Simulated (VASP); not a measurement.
# TbGaNi3 (P1) in VASP: density of states with PBE

Aim: the density of states of TbGaNi3 with PBE.

Everything below comes from runs of VASP 6.6.1. Logs are shortened: lines on timing, memory, paths and dates and some standing lists are left out, and cuts for length are marked.

### 1 The cell of the first run

The typed cell holds 5 atoms: a = 4.151 Å, b = 3.868 Å, c = 4.094 Å, α = 88.56°, β = 90.82°, γ = 89.04°.

### 2 Density of states, PBE, collinear spin, ferromagnetic start

The input, POSCAR:

```
TbGaNi3
1.0
    4.1504270000      0.0336870000     -0.0295620000
    0.0336870000      3.8677420000      0.0501910000
   -0.0295620000      0.0501910000      4.0940650000
Tb Ga Ni
1 1 3
Direct
    0.9915140000      0.9990600000      0.9918130000
    0.5066770000      0.5099890000      0.5047500000
    0.0049680000      0.5024430000      0.4991550000
    0.5108680000      0.9872820000      0.5095700000
    0.4834520000      0.5133210000      0.0033870000
```

The input, INCAR.step1:

```
ALGO = Normal ; EDIFF = 1E-6
ENCUT = 520 ; GGA = PE
ISIF = 2 ; ISMEAR = -1
ISPIN = 2 ; LASPH = True
LCHARG = True ; LMAXMIX = 6
LREAL = False ; LWAVE = False
MAGMOM = 6.49 0 0.04 0.04 0.04 ; NBANDS = 43
NELM = 150 ; PREC = Accurate
SIGMA = 0.1
```

The input, KPOINTS.step1:

```
Automatic mesh
0
Gamma
  4 5 5
  0.5 0 0
```

The input, INCAR.step2:

```
ALGO = Normal ; EDIFF = 1E-6
ENCUT = 520 ; GGA = PE
ICHARG = 11 ; ISIF = 2
ISMEAR = -5 ; ISPIN = 2
LASPH = True ; LCHARG = False
LMAXMIX = 6 ; LORBIT = 11
LREAL = False ; LWAVE = False
MAGMOM = 6.49 0 0.04 0.04 0.04 ; NBANDS = 43
NEDOS = 2001 ; NELM = 150
PREC = Accurate ; SIGMA = 0.1
```

The input, KPOINTS.step2:

```
k-points
0
Gamma
  6 8 8
```

Potentials or basis: VASP PAW PBE potentials, release 64 (Tb, Ga_d, Ni).

Command:

```bash
> cat potpaw_PBE.64/Tb/POTCAR potpaw_PBE.64/Ga_d/POTCAR potpaw_PBE.64/Ni/POTCAR > POTCAR
> cp INCAR.step1 INCAR
> cp KPOINTS.step1 KPOINTS
> mpirun -np 1 vasp_std > vasp.out
> cp INCAR.step2 INCAR
> cp KPOINTS.step2 KPOINTS
> mpirun -np 1 vasp_std > vasp.out
```

OUTCAR:

```text
EDIFF = 1E-6
   ENCUT = 520
   GGA = PE
   ICHARG = 11
   ISIF = 2
   ISMEAR = -5
   ISPIN = 2
   LASPH = True
   LORBIT = 11
   LREAL = False
   NELM = 150
   PREC = Accurate

 ion  position               nearest neighbor table
   1  0.992  0.999  0.992-   5 2.75   3 2.77   4 2.79   3 2.79   3 2.82   5 2.85   5 2.88   5 2.88
                             3 2.88   4 2.93   4 2.94   4 3.00
   2  0.507  0.510  0.505-   4 1.85   4 2.02   5 2.05   5 2.05   3 2.07   3 2.08
   3  0.005  0.502  0.499-   2 2.07   2 2.08   4 2.76   1 2.77   1 2.79   1 2.82   4 2.84   5 2.85
                             5 2.86   4 2.87   1 2.88   4 2.88   5 2.95   5 3.01
   4  0.511  0.987  0.510-   2 1.85   2 2.02   5 2.70   3 2.76   1 2.79   5 2.80   3 2.84   5 2.87
                             3 2.87   3 2.88   5 2.91   1 2.93   1 2.94   1 3.00
   5  0.483  0.513  0.003-   2 2.05   2 2.05   4 2.70   1 2.75   4 2.80   3 2.85   1 2.85   3 2.86
                             4 2.87   1 2.88   1 2.88   4 2.91   3 2.95   3 3.01

  LATTYP: Found a triclinic cell.
 ALAT       =     3.8682143334
 B/A-ratio  =     1.4743432829
 C/A-ratio  =     1.0730193897
 COS(alpha) =     0.0011233481
 COS(beta)  =     0.0167307992
 COS(gamma) =     0.6963370909

  Lattice vectors:

 A1 = (   0.0336870000,   3.8677420000,   0.0501910000)
 A2 = (   0.0041250000,   3.9179330000,   4.1442560000)
 A3 = (   4.1504270000,   0.0336870000,  -0.0295620000)

Analysis of symmetry for initial positions (statically):
=====================================================================
 Subroutine PRICEL returns:
 Original cell was already a primitive cell.

 Routine SETGRP: Setting up the symmetry group for a
 triclinic supercell.

 Subroutine GETGRP returns: Found  1 space group operations
 (whereof  1 operations were pure point group operations)
 out of a pool of  2 trial point group operations.

The static configuration has the point symmetry C_1 .

Analysis of symmetry for dynamics (positions and initial velocities):
=====================================================================
 Subroutine PRICEL returns:
 Original cell was already a primitive cell.

 Routine SETGRP: Setting up the symmetry group for a
 triclinic supercell.

 Subroutine GETGRP returns: Found  1 space group operations
 (whereof  1 operations were pure point group operations)
 out of a pool of  2 trial point group operations.

The dynamic configuration has the point symmetry C_1 .

Analysis of structural, dynamic, and magnetic symmetry:
[... 144 lines left out ...]
   GGA     = PE    functional components
   LHFCALC =     F    Hartree Fock is set to
   AEXX    =    0.0000 exact exchange contribution
   IVDW    =     0    specifies the selected vdW correction
   LEPSILON=     F    determine dielectric tensor
   LRPA    =     F    only Hartree local field effects (RPA)
 spin polarized calculation
 Fermi weights with tetrahedron method with Bloechl corrections
  energy-cutoff  :      520.00
  volume of cell :       65.70
 maximum number of plane-waves:      1784

 number of electron      62.0000008 magnetization       6.1116945

 Free energy of the ion-electron system (eV)
  ---------------------------------------------------
  ext. energy  EPLUGINS =         0.00000000
  ---------------------------------------------------
  free energy    TOTEN  =       -25.70256004 eV

  energy without entropy =      -25.70256004  energy(sigma->0) =      -25.70256004

 E-fermi :   8.2020     XC(G=0): -12.8214

 val. band max:        8.2938398661   @ k =   0.5000  -0.1250   0.1250
 cond. band min:       8.0445780634   @ k =  -0.0000   0.5000   0.5000
 fundamental gap:     -0.2492618028
 Fermi energy:         8.2019943577

 spin component 1

 k-point     1 :       0.0000    0.0000    0.0000
  band No.  band energies     occupation
      1     -37.7478      1.00000
      2     -14.3154      1.00000
      3     -14.2964      1.00000
      4     -14.2705      1.00000
      5      -7.3460      1.00000
      6      -7.0670      1.00000
[... 1093 lines left out ...]
     42      13.6228      0.00000
     43      15.4697      0.00000

 [... further k-points ...]

 spin component 2

 k-point     1 :       0.0000    0.0000    0.0000
  band No.  band energies     occupation
      1     -35.1437      1.00000
      2     -12.4880      1.00000
      3     -12.4659      1.00000
      4     -12.4323      1.00000
      5      -7.3460      1.00000
      6      -7.0670      1.00000
[... 1093 lines left out ...]
     42      13.9659      0.00000
     43      15.7444      0.00000

 [... further k-points ...]
[... 5 lines left out ...]
  --------------------------------------------------------------------------------------
  -------------------------------------------------------------------------------------
  Total       13.8097713     28.7305673     16.0387078      0.3977866      0.8993175     -0.0142583
  in kB      336.7556310    700.6039493    391.1089493      9.7001515     21.9301402     -0.3476927
  external PRESSURE =     476.1561765 kB  Pullay stress =       0.0000000 kB

 VOLUME and BASIS-vectors are now :
 -----------------------------------------------------------------------------
  energy-cutoff  :      520.00
  volume of cell :       65.70
      direct lattice vectors                 reciprocal lattice vectors
     4.150427000  0.033687000 -0.029562000     0.240968864 -0.002121691  0.001765974
     0.033687000  3.867742000  0.050191000    -0.002121691  0.258608606 -0.003185720
    -0.029562000  0.050191000  4.094065000     0.001765974 -0.003185720  0.244307821

 POSITION                                       TOTAL-FORCE (eV/Angst)
 -----------------------------------------------------------------------------------
      4.11954      3.94729      4.08138         0.102701      0.279230      0.324306
      2.10518      2.01491      2.07710        -0.048163     -5.581826     -0.327496
      0.02279      1.96854      2.06864         0.324572     -0.160762     -0.186931
      2.13852      3.86134      2.12066        -0.118029      5.693882     -0.029545
      2.02372      2.00185      0.02534        -0.261081     -0.230524      0.219666
 -----------------------------------------------------------------------------------
    total drift:                                0.002837      0.006751      0.009270

  FREE ENERGIE OF THE ION-ELECTRON SYSTEM (eV)
  ---------------------------------------------------
  free  energy   TOTEN  =       -25.7025600353 eV

  energy  without entropy=      -25.7025600353  energy(sigma->0) =      -25.70256004

 total charge

# of ion       s       p       d       f       tot
--------------------------------------------------
    1        2.067   5.661   0.561   8.137  16.426
    2        1.089   1.429  10.246   0.000  12.764
    3        0.560   0.488   8.523   0.000   9.570
    4        0.588   0.574   8.617   0.000   9.779
    5        0.563   0.503   8.529   0.000   9.595
--------------------------------------------------
tot          4.867   8.654  36.476   8.137  58.135

 magnetization (x)

# of ion       s       p       d       f       tot
--------------------------------------------------
    1       -0.000  -0.049   0.053   5.699   5.703
    2        0.000   0.001  -0.001   0.000   0.000
    3       -0.002   0.007   0.041   0.000   0.046
    4       -0.003   0.006   0.045   0.000   0.048
    5       -0.001   0.007   0.043   0.000   0.049
--------------------------------------------------
tot         -0.006  -0.029   0.182   5.699   5.846
```

OUTCAR.step1:

```text
EDIFF = 1E-6
   ENCUT = 520
   GGA = PE
   ISIF = 2
[... 2470 lines left out ...]
      2.10518      2.01491      2.07710        -0.052978     -5.599352     -0.330958
      0.02279      1.96854      2.06864         0.309052     -0.154575     -0.190970
      2.13852      3.86134      2.12066        -0.119733      5.709273     -0.033797
      2.02372      2.00185      0.02534        -0.265498     -0.225127      0.207666
 -----------------------------------------------------------------------------------
    total drift:                                0.012573      0.013761      0.029261

  FREE ENERGIE OF THE ION-ELECTRON SYSTEM (eV)
  ---------------------------------------------------
  free  energy   TOTEN  =       -25.8728946440 eV

  energy  without entropy=      -25.5674021215  energy(sigma->0) =      -25.72014838
```

Wall time 34 min (1 thread of Intel Xeon Platinum 8259CL at 2.50GHz (Skylake/Cascade Lake), shared host); peak memory 0.87 GiB.

What came out:

- Net moment: 6.11 μB per cell
- Site moments: Tb +5.70; Ga +0.00; Ni +0.05 μB
- Valence electrons inside the program's atomic spheres: Tb 16.43; Ga 12.76; Ni 9.57, 9.78, 9.60

Levels at points of the mesh, in eV from the Fermi level:
Spin up:
| k point | band 31 | band 32 | band 33 | band 34 | band 35 | band 36 | band 37 | band 38 |
| --- | --- | --- | --- | --- | --- | --- | --- | --- |
| (0.00, 0.00, 0.00) | -1.18 | -1.09 | -0.93 | -0.89 | -0.23 | 1.35 | 1.73 | 4.48 |
| (0.50, 0.00, 0.00) | -1.48 | -1.33 | -1.17 | 0.14 | 0.54 | 1.45 | 3.70 | 4.71 |
| (0.00, 0.50, 0.00) | -1.56 | -1.36 | -1.21 | 0.08 | 0.15 | 1.31 | 4.29 | 4.39 |
| (0.50, 0.50, 0.00) | -1.63 | -1.60 | -1.34 | -0.41 | -0.24 | 1.53 | 1.92 | 3.27 |
| (0.00, 0.00, 0.50) | -1.48 | -1.34 | -1.18 | 0.05 | 0.53 | 1.39 | 3.90 | 4.56 |
| (0.50, 0.00, 0.50) | -1.61 | -1.56 | -1.39 | -0.59 | -0.46 | 1.94 | 2.04 | 3.75 |
| (0.00, 0.50, 0.50) | -1.67 | -1.65 | -1.29 | -0.40 | -0.16 | 1.53 | 1.87 | 3.01 |
| (0.50, 0.50, 0.50) | -1.16 | -1.02 | -0.14 | -0.09 | 0.21 | 0.47 | 0.51 | 0.89 |
Spin down:
```
           k point  band 25  band 26  band 27  band 28  band 29  band 30  band 31  band 32
(0.00, 0.00, 0.00)    -1.10    -1.01    -0.86    -0.56    -0.09    -0.06    -0.04     0.49
(0.50, 0.00, 0.00)    -1.29    -1.13     0.03     0.04     0.06     0.28     0.37     0.40
(0.00, 0.50, 0.00)    -1.31    -1.16    -0.06     0.08     0.10     0.26     0.32     0.38
(0.50, 0.50, 0.00)    -1.53    -1.42    -0.46    -0.31     0.14     0.18     0.21     0.32
(0.00, 0.00, 0.50)    -1.30    -1.14     0.01     0.04     0.07     0.20     0.37     0.42
(0.50, 0.00, 0.50)    -1.56    -1.38    -0.62    -0.50     0.15     0.18     0.21     0.38
(0.00, 0.50, 0.50)    -1.57    -1.38    -0.45    -0.25     0.14     0.19     0.23     0.31
(0.50, 0.50, 0.50)    -0.97    -0.06    -0.01     0.00     0.03     0.07     0.17     0.18
```

Caveat: the k points lie up to 0.38 Å⁻¹ apart; the magnetic or orbital state may not be the lowest; spin-orbit coupling is left out, which moves the levels of the heavy elements; without U or exact exchange the open f shell lies at the Fermi level, which spoils levels, moments and volumes; tetrahedron occupations give inexact forces and stress in metals. The state reached can hang on the start; a lower one may exist.
